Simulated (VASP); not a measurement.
Write the native input for VASP 6.6.1 that does the following.

```
Task                   : single point
Functional             : PBEsol
Potentials or basis    : VASP PAW PBE potentials, release 64 (Rb_sv)
Cutoff                 : 520 eV
k mesh                 : 6 × 6 × 6
Occupations            : fermi-dirac, width 0.05 eV
Spin                   : no spin polarisation
Dipole correction      : no
Further INCAR settings : ALGO = Normal; EDIFF = 1e-06; NBANDS = 10
```

The structure of Rb lies in POSCAR:

```
Rb
1.0
   -2.8025000000      2.8025000000      2.8025000000
    2.8025000000     -2.8025000000      2.8025000000
    2.8025000000      2.8025000000     -2.8025000000
Rb
1
Direct
    0.0000000000      0.0000000000      0.0000000000
```

The input as run:

INCAR

```
SYSTEM = Rb
PREC = Accurate
ENCUT = 520
EDIFF = 1E-6
ISMEAR = -1
SIGMA = 0.05
LREAL = .FALSE.
LASPH = .TRUE.
NELM = 80
ALGO = Normal
ISIF = 2
LWAVE = .FALSE.
LCHARG = .TRUE.
GGA = PS
LELF = .TRUE.
LVHAR = .TRUE.
NBANDS = 10
```

KPOINTS

```
Automatic mesh
0
G
  6 6 6
  0 0 0
```

Potentials or basis: VASP PAW PBE potentials, release 64 (Rb_sv).

Run with:

```console
$ cat potpaw_PBE.64/Rb_sv/POTCAR > POTCAR
$ mpirun -np 1 vasp_std > vasp.out
```

Results of the run:

```yaml
Pressure: 0.0 GPa
Band_gap_on_the_k_mesh: zero (an odd number of electrons rules out a gap without spin polarisation)
```

Caveat: the PAW data sets were made with another functional, which shifts forces and pressure a little.

Run time: 17 s on 1 thread of Intel Xeon 8259CL, with other jobs on the host, peak memory 0.2 GiB.
